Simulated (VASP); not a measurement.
## TaN: single point with PBEsol

The system is TaN.

```xyz
2
Lattice="3.1579 0.0000 0.0000 -1.5790 2.7348 0.0000 0.0000 0.0000 2.6411" Properties=species:S:1:pos:R:3 pbc="T T T"
Ta    0.0000    1.8232    1.3205
N     0.0000    0.0000    0.0000
```

This cell differs from its parent crystal: strain +0.080 along x and y, -0.080 along z.

| Property | Result |
| --- | --- |
| Program | VASP 6.6.1 |
| Task | single point |
| Functional | PBEsol |
| Potentials or basis | VASP PAW PBE potentials, release 64 (Ta_pv, N) |
| Cutoff | 520 eV |
| k mesh | 24 × 24 × 20 |
| Occupations | gaussian, width 0.15 eV |
| Spin | no spin polarisation |

```json
{"Pressure": "-11.6 GPa", "Band gap on the k mesh": "zero (band 8 reaches 7.97 eV, above the bottom of band 9 at 7.09 eV)"}
```

Stress tensor (GPa, compression positive):
```
-43.22   0.00   0.00
  0.00 -43.22   0.00
  0.00   0.00  51.78
```

Levels at points of the mesh, in eV from the Fermi level:
| k point | band 4 | band 5 | band 6 | band 7 | band 8 | band 9 | band 10 | band 11 | band 12 | band 13 |
| --- | --- | --- | --- | --- | --- | --- | --- | --- | --- | --- |
| (0.00, 0.00, 0.00) | -17.49 | -5.46 | -5.46 | -4.09 | -1.65 | 0.84 | 4.05 | 4.05 | 4.26 | 4.26 |
| (0.50, 0.00, 0.00) | -15.70 | -8.21 | -3.83 | -3.59 | -3.31 | 2.12 | 3.68 | 3.77 | 5.71 | 7.93 |
| (0.00, 0.00, 0.50) | -14.57 | -8.88 | -4.65 | -4.65 | 0.06 | 0.06 | 2.00 | 2.00 | 3.91 | 7.25 |
| (0.50, 0.00, 0.50) | -15.40 | -7.17 | -6.29 | -5.78 | 0.06 | 3.21 | 4.08 | 5.76 | 5.78 | 11.00 |

Wall time 94 s on 1 thread of Intel(R) Xeon(R) Platinum 8259CL CPU @ 2.50GHz (Skylake/Cascade Lake) (shared host), peak memory 0.33 GiB.

Caveat: the cell differs from its parent crystal (strain +0.080 along x and y, -0.080 along z); the PAW data sets were made with another functional, which shifts forces and pressure a little; spin-orbit coupling is left out, which moves the levels of the heavy elements.
